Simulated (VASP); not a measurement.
Set up this calculation in VASP 6.6.1, as the native input.

- Task: single point
- Functional: RPBE
- Potentials or basis: VASP PAW PBE potentials, release 64 (Ba_sv)
- Cutoff: 520 eV
- k mesh: 5 × 5 × 7
- Occupations: fermi-dirac, width 0.1 eV
- Spin: no spin polarisation
- Dipole correction: no
- Further INCAR settings: ALGO = Normal; EDIFF = 1e-06; NBANDS = 22

The structure of Ba lies in POSCAR:

```
Ba
1.0
    7.4040688562      0.0000000000      0.0000000000
   -3.7020344281      6.4121117208      0.0000000000
    0.0000000000      0.0000000000      4.3987586462
Ba
3
Direct
    1.0000000000      0.0000000000      1.0000000000
    0.3333333333      0.6666666667      0.5000000000
    0.6666666667      0.3333333333      0.5000000000
```

This isn't the form of Ba at room conditions, which is bcc.

The input as run:

INCAR

```
ALGO     = Normal         # electronic algorithm
EDIFF    = 1E-6           # SCF threshold, eV
ENCUT    = 520            # plane-wave cutoff, eV
GGA      = RP             # functional
ISIF     = 2              # what is computed and relaxed
ISMEAR   = -1             # smearing method
LASPH    = T              # aspherical terms in the spheres
LCHARG   = F              # write CHGCAR
LREAL    = F              # projectors in reciprocal space
LWAVE    = F              # write WAVECAR
NBANDS   = 22             # bands
NELM     = 100            # most SCF steps
PREC     = Accurate       # precision mode
SIGMA    = 0.1            # smearing width, eV
```

KPOINTS

```
k-points
0
Gamma
  5 5 7
```

Potentials or basis: VASP PAW PBE potentials, release 64 (Ba_sv).

Launch:

```sh
$ cat potpaw_PBE.64/Ba_sv/POTCAR > POTCAR
$ mpirun -np 1 vasp_std > vasp.out
```

It gave:

* Pressure: 0.0 GPa
* Band gap on the k mesh: zero (bands 15 and 16 overlap by 0.44 eV)

Caveat: the PAW data sets were made with another functional, which shifts forces and pressure a little; spin-orbit coupling is left out, which moves the levels of the heavy elements.

Run time: 38 s on 1 thread of AMD EPYC 9R45 96-Core Processor (Zen 5), with other jobs on the host, peak memory 0.31 GiB.
